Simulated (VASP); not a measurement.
# C (P6_3/mmc) in VASP: single point with PBE

Aim: the single point of C with PBE.

Program: VASP 6.6.1. These are calculated values, not measurements. Logs are shortened: lines on timing, memory, paths and dates and some standing lists are left out, and cuts for length are marked.

**1. The cell of the first run**

It takes space group P6_3/mmc (No. 194, hexagonal). Conventional cell: a = 2.520 Å, b = 2.520 Å, c = 12.429 Å, α = 90.00°, β = 90.00°, γ = 120.00°. Within 2.1 Å of C (site symmetry 3m) lie 4 C at 1.55 to 1.57 Å. C (site symmetry 3m) has 4 C at 1.54 to 1.55 Å within 2.1 Å. C (site symmetry 3m) has 4 C at 1.55 Å within 2.1 Å.

**2. Single point, PBE**

File POSCAR:

```
C
1.0
    2.5204761252      0.0000000000      0.0000000000
   -1.2602380626      2.1827963540      0.0000000000
    0.0000000000      0.0000000000     12.4289214317
C
12
Direct
    0.0000000000      0.0000000000      0.1868577048
    0.0000000000      0.0000000000      0.6868577048
    0.0000000000      0.0000000000      0.3131422952
    0.0000000000      0.0000000000      0.8131422952
    0.3333333333      0.6666666667      0.5207667974
    0.6666666667      0.3333333333      0.0207667974
    0.3333333333      0.6666666667      0.9792332026
    0.6666666667      0.3333333333      0.4792332026
    0.3333333333      0.6666666667      0.6450902117
    0.6666666667      0.3333333333      0.1450902117
    0.3333333333      0.6666666667      0.8549097883
    0.6666666667      0.3333333333      0.3549097883
```

File INCAR.step1:

```
SYSTEM = C
PREC     = Accurate       ! precision mode
ENCUT    = 520            ! plane-wave cutoff, eV
EDIFF    = 1E-6           ! SCF threshold, eV
ISMEAR   = 0              ! smearing method
SIGMA    = 0.02           ! smearing width, eV
LREAL    = .False.        ! projectors in reciprocal space
LASPH    = .True.         ! aspherical terms in the spheres
NELM     = 80             ! most SCF steps
ALGO     = Normal         ! electronic algorithm
ISIF     = 2              ! what is computed and relaxed
LWAVE    = .False.        ! write WAVECAR
LCHARG   = .True.         ! write CHGCAR
GGA      = PE             ! functional
NBANDS   = 36             ! bands
```

File KPOINTS.step1:

```
regular mesh
0
Gamma
  12 12 2
  0 0 0
```

File INCAR.step2:

```
SYSTEM = C
PREC     = Accurate       ! precision mode
ENCUT    = 520            ! plane-wave cutoff, eV
EDIFF    = 1E-6           ! SCF threshold, eV
ISMEAR   = -5             ! smearing method
SIGMA    = 0.02           ! smearing width, eV
LREAL    = .False.        ! projectors in reciprocal space
LASPH    = .True.         ! aspherical terms in the spheres
NELM     = 80             ! most SCF steps
ALGO     = Normal         ! electronic algorithm
ISIF     = 2              ! what is computed and relaxed
LWAVE    = .False.        ! write WAVECAR
LCHARG   = .False.        ! write CHGCAR
GGA      = PE             ! functional
LORBIT   = 10             ! projections on sites
NBANDS   = 36             ! bands
NEDOS    = 2001           ! points of the DOS
ICHARG   = 11             ! starting density
```

File KPOINTS.step2:

```
regular mesh
0
Gamma
  18 18 3
  0 0 0
```

Potentials or basis: VASP PAW PBE potentials, release 64 (C).

The run is started by

```console
$ cat potpaw_PBE.64/C/POTCAR > POTCAR
$ cp INCAR.step1 INCAR
$ cp KPOINTS.step1 KPOINTS
$ mpirun -np 1 vasp_std > vasp.out
$ cp INCAR.step2 INCAR
$ cp KPOINTS.step2 KPOINTS
$ mpirun -np 1 vasp_std > vasp.out
```

OUTCAR:

```text
SYSTEM = C
   PREC = Accurate
   ENCUT = 520
   EDIFF = 1E-6
   ISMEAR = -5
   LREAL = .False.
   LASPH = .True.
   NELM = 80
   ISIF = 2
   GGA = PE
   LORBIT = 10
   ICHARG = 11

 ion  position               nearest neighbor table
   1  0.000  0.000  0.187-  10 1.55  10 1.55  10 1.55   3 1.57
   2  0.000  0.000  0.687-   9 1.55   9 1.55   9 1.55   4 1.57
   3  0.000  0.000  0.313-  12 1.55  12 1.55  12 1.55   1 1.57
   4  0.000  0.000  0.813-  11 1.55  11 1.55  11 1.55   2 1.57
   5  0.333  0.667  0.521-   8 1.54   8 1.54   8 1.54   9 1.55
   6  0.667  0.333  0.021-   7 1.54   7 1.54   7 1.54  10 1.55
   7  0.333  0.667  0.979-   6 1.54   6 1.54   6 1.54  11 1.55
   8  0.667  0.333  0.479-   5 1.54   5 1.54   5 1.54  12 1.55
   9  0.333  0.667  0.645-   2 1.55   2 1.55   2 1.55   5 1.55
  10  0.667  0.333  0.145-   1 1.55   1 1.55   1 1.55   6 1.55
  11  0.333  0.667  0.855-   4 1.55   4 1.55   4 1.55   7 1.55
  12  0.667  0.333  0.355-   3 1.55   3 1.55   3 1.55   8 1.55

  LATTYP: Found a hexagonal cell.
 ALAT       =     2.5204761252
 C/A-ratio  =     4.9311799891

  Lattice vectors:

 A1 = (   2.5204761252,   0.0000000000,   0.0000000000)
 A2 = (  -1.2602380626,   2.1827963540,   0.0000000000)
 A3 = (   0.0000000000,   0.0000000000,  12.4289214317)

Analysis of symmetry for initial positions (statically):
=====================================================================
 Subroutine PRICEL returns:
 Original cell was already a primitive cell.

 Routine SETGRP: Setting up the symmetry group for a
 hexagonal supercell.

 Subroutine GETGRP returns: Found 24 space group operations
 (whereof 12 operations were pure point group operations)
 out of a pool of 24 trial point group operations.

The static configuration has the point symmetry D_3d.
 The point group associated with its full space group is D_6h.

Analysis of symmetry for dynamics (positions and initial velocities):
=====================================================================
 Subroutine PRICEL returns:
 Original cell was already a primitive cell.

 Routine SETGRP: Setting up the symmetry group for a
 hexagonal supercell.

 Subroutine GETGRP returns: Found 24 space group operations
 (whereof 12 operations were pure point group operations)
 out of a pool of 24 trial point group operations.

The dynamic configuration has the point symmetry D_3d.
 The point group associated with its full space group is D_6h.

 Subroutine INISYM returns: Found 24 space group operations
 (whereof 12 operations are pure point group operations),
 and found     1 'primitive' translations

----------------------------------------------------------------------------------------

                                     Primitive cell

  volume of cell :      68.3800

  direct lattice vectors                    reciprocal lattice vectors
     2.520476125  0.000000000  0.000000000     0.396750435  0.229063971  0.000000000
    -1.260238063  2.182796354  0.000000000     0.000000000  0.458127941  0.000000000
     0.000000000  0.000000000 12.428921432     0.000000000  0.000000000  0.080457504

  length of vectors
     2.520476125  2.520476125 12.428921432     0.458127941  0.458127941  0.080457504

  position of ions in fractional coordinates (direct lattice)
     0.000000000  0.000000000  0.186857705
     0.000000000  0.000000000  0.686857705
     0.000000000  0.000000000  0.313142295
     0.000000000  0.000000000  0.813142295
     0.333333333  0.666666667  0.520766797
     0.666666667  0.333333333  0.020766797
     0.333333333  0.666666667  0.979233203
     0.666666667  0.333333333  0.479233203
     0.333333333  0.666666667  0.645090212
     0.666666667  0.333333333  0.145090212
     0.333333333  0.666666667  0.854909788
     0.666666667  0.333333333  0.354909788

  ion indices of the primitive-cell ions
   primitive index   ion index
                 1           1
                 2           2
                 3           3
                 4           4
                 5           5
                 6           6
                 7           7
[... 20 lines left out ...]

  Length of vectors
     0.025451552  0.025451552  0.026819168

  Shift w.r.t. Gamma in fractional coordinates (k-lattice)
     0.000000000  0.000000000  0.000000000

 TETIRR: Found    828 inequivalent tetrahedra from     5832

 Subroutine IBZKPT returns following result:
 ===========================================

 Found     74 irreducible k-points:

 Following reciprocal coordinates:
            Coordinates               Weight
  0.000000  0.000000  0.000000      1.000000
  0.055556 -0.000000  0.000000      6.000000
  0.111111 -0.000000  0.000000      6.000000
  0.166667 -0.000000  0.000000      6.000000
  0.222222 -0.000000  0.000000      6.000000
  0.277778  0.000000  0.000000      6.000000
[... 16 lines left out ...]
  0.333333  0.111111  0.000000     12.000000
  0.388889  0.111111  0.000000     12.000000
 [... further k-points ...]
   k-points           NKPTS =     74   k-points in BZ     NKDIM =     74   number of bands    NBANDS=     36
   number of dos      NEDOS =   2001   number of ions     NIONS =     12
   total plane-waves  NPLWV =  38400
   dimension x,y,z NGX =    20 NGY =   20 NGZ =   96
   dimension x,y,z NGXF=    40 NGYF=   40 NGZF=  192
   ions per type =              12
   NGX,Y,Z   is equivalent  to a cutoff of  13.19, 13.19, 12.84 a.u.
   NGXF,Y,Z  is equivalent  to a cutoff of  26.38, 26.38, 25.68 a.u.
 SYSTEM =  C
   PREC   = accura    normal or accurate (medium, high low for compatibility)
   ISTART =      0    job   : 0-new  1-cont  2-samecut
   ICHARG =     11    charge: 1-file 2-atom 10-const
   ISPIN  =      1    spin polarized calculation?
   LNONCOLLINEAR =      F non collinear calculations
   LSORBIT =      F    spin-orbit coupling
   LASPH  =      T    aspherical Exc in radial PAW
   ENCUT  =  520.0 eV  38.22 Ry    6.18 a.u.   4.69  4.69 23.11*2*pi/ulx,y,z
   NELM   =     80;   NELMIN=  2; NELMDL=  0     # of ELM steps
   EDIFF  = 0.1E-05   stopping-criterion for ELM
   LREAL  =      F    real-space projection
   EDIFFG = 0.1E-04   stopping-criterion for IOM
   NSW    =      0    number of steps for IOM
   IBRION =     -1    ionic relax: 0-MD 1-quasi-New 2-CG
   NFREE  =      0    steps in history (QN), initial steepest desc. (CG)
   ISIF   =      2    stress and relaxation
   ISYM   =      2    0-nonsym 1-usesym 2-fastsym
   POTIM  = 0.5000    time-step for ionic-motion
   TEBEG  =    0.0;   TEEND  =   0.0 temperature during run
   PSTRESS=    0.0 pullay stress
   NELECT =      48.0000    total number of electrons
   NUPDOWN=      -1.0000    fix difference up-down
   EMIN   =  10.00;   EMAX   =-10.00  energy-range for DOS
   EFERMI =   0.00;   METHOD = LEGACY
   ISMEAR =    -5;   SIGMA  =   0.02  broadening in eV -4-tet -1-fermi 0-gaus
   EFERMI_NEDOS =   21; number of points for ismear=-14 and -15
   IALGO  =     38    algorithm
   IMIX   =      4    mixing-type and parameters
     AMIX     =   0.40;   BMIX     =  1.00
     AMIX_MAG =   1.60;   BMIX_MAG =  1.00
  volume/ion in A,a.u.               =       5.70        38.45
  Fermi-wavevector in a.u.,A,eV,Ry     =   1.454941  2.749441 28.801553  2.116854
  Thomas-Fermi vector in A             =   2.572034
   LORBIT       =     10    0 simple, 1 ext, 2 COOP (PROOUT), +10 PAW based schemes
   GGA     = PE    functional components
   LHFCALC =     F    Hartree Fock is set to
   AEXX    =    0.0000 exact exchange contribution
   IVDW    =     0    specifies the selected vdW correction
   LEPSILON=     F    determine dielectric tensor
   LRPA    =     F    only Hartree local field effects (RPA)
 non-spin polarized calculation
 Fermi weights with tetrahedron method with Bloechl corrections
  energy-cutoff  :      520.00
  volume of cell :       68.38
 maximum number of plane-waves:      1860
 NGX is ok and might be reduce to    20

 number of electron      47.9999996 magnetization

 Free energy of the ion-electron system (eV)
  ---------------------------------------------------
  ext. energy  EPLUGINS =         0.00000000
  ---------------------------------------------------
  free energy    TOTEN  =      -109.04399046 eV

  energy without entropy =     -109.04399046  energy(sigma->0) =     -109.04399046

 E-fermi :   9.7667     XC(G=0): -13.2264

 val. band max:        9.7500914194   @ k =   0.0000   0.0000   0.0000
 cond. band min:      14.1689944920   @ k =   0.3889   0.0000   0.0000
 fundamental gap:      4.4189030727
 Fermi energy:         9.7666753340

 k-point     1 :       0.0000    0.0000    0.0000
  band No.  band energies     occupation
      1     -11.7622      2.00000
      2     -11.0420      2.00000
      3     -10.9646      2.00000
      4      -8.8111      2.00000
      5      -8.7491      2.00000
      6      -6.0822      2.00000
[... 925 lines left out ...]
     35      19.1374      0.00000
     36      19.5119      0.00000

 [... further k-points ...]
[... 5 lines left out ...]
  --------------------------------------------------------------------------------------
  -------------------------------------------------------------------------------------
  Total        0.2855619      0.2855619      0.2679805      0.0000000      0.0000000      0.0000000
  in kB        6.6908554      6.6908554      6.2789145      0.0000000      0.0000000      0.0000000
  external PRESSURE =       6.5535418 kB  Pullay stress =       0.0000000 kB

 VOLUME and BASIS-vectors are now :
 -----------------------------------------------------------------------------
  energy-cutoff  :      520.00
  volume of cell :       68.38
      direct lattice vectors                 reciprocal lattice vectors
     2.520476125  0.000000000  0.000000000     0.396750435  0.229063971  0.000000000
    -1.260238063  2.182796354  0.000000000     0.000000000  0.458127941  0.000000000
     0.000000000  0.000000000 12.428921432     0.000000000  0.000000000  0.080457504

 POSITION                                       TOTAL-FORCE (eV/Angst)
 -----------------------------------------------------------------------------------
      0.00000      0.00000      2.32244        -0.000000      0.000000      0.004438
      0.00000      0.00000      8.53690         0.000000     -0.000000      0.004438
      0.00000      0.00000      3.89202        -0.000000      0.000000     -0.004438
      0.00000      0.00000     10.10648         0.000000     -0.000000     -0.004438
     -0.00000      1.45520      6.47257         0.000000     -0.000000      0.000233
      1.26024      0.72760      0.25811        -0.000000      0.000000      0.000233
     -0.00000      1.45520     12.17081         0.000000     -0.000000     -0.000233
      1.26024      0.72760      5.95635        -0.000000     -0.000000     -0.000233
     -0.00000      1.45520      8.01778        -0.000000     -0.000000      0.001041
      1.26024      0.72760      1.80331         0.000000     -0.000000      0.001041
     -0.00000      1.45520     10.62561        -0.000000     -0.000000     -0.001041
      1.26024      0.72760      4.41115         0.000000     -0.000000     -0.001041
 -----------------------------------------------------------------------------------
    total drift:                                0.000000      0.000000      0.000000

  FREE ENERGIE OF THE ION-ELECTRON SYSTEM (eV)
  ---------------------------------------------------
  free  energy   TOTEN  =      -109.0439904599 eV

  energy  without entropy=     -109.0439904599  energy(sigma->0) =     -109.04399046

 total charge

# of ion       s       p       d       tot
------------------------------------------
    1        0.829   1.735   0.000   2.564
    2        0.829   1.735   0.000   2.564
    3        0.829   1.735   0.000   2.564
    4        0.829   1.735   0.000   2.564
    5        0.829   1.747   0.000   2.576
    6        0.829   1.747   0.000   2.576
    7        0.829   1.747   0.000   2.576
    8        0.829   1.747   0.000   2.576
    9        0.829   1.744   0.000   2.574
   10        0.829   1.744   0.000   2.574
   11        0.829   1.744   0.000   2.574
   12        0.829   1.744   0.000   2.574
--------------------------------------------------
tot          9.949  20.906   0.000  30.855
```

Run time: 7 min. Hardware: 1 thread of Intel Xeon 8259CL, shared host; peak memory 0.25 GiB.

What came out:

```
Valence electrons inside the program's atomic spheres : C 2.56, 2.58, 2.57 (each value once)
```
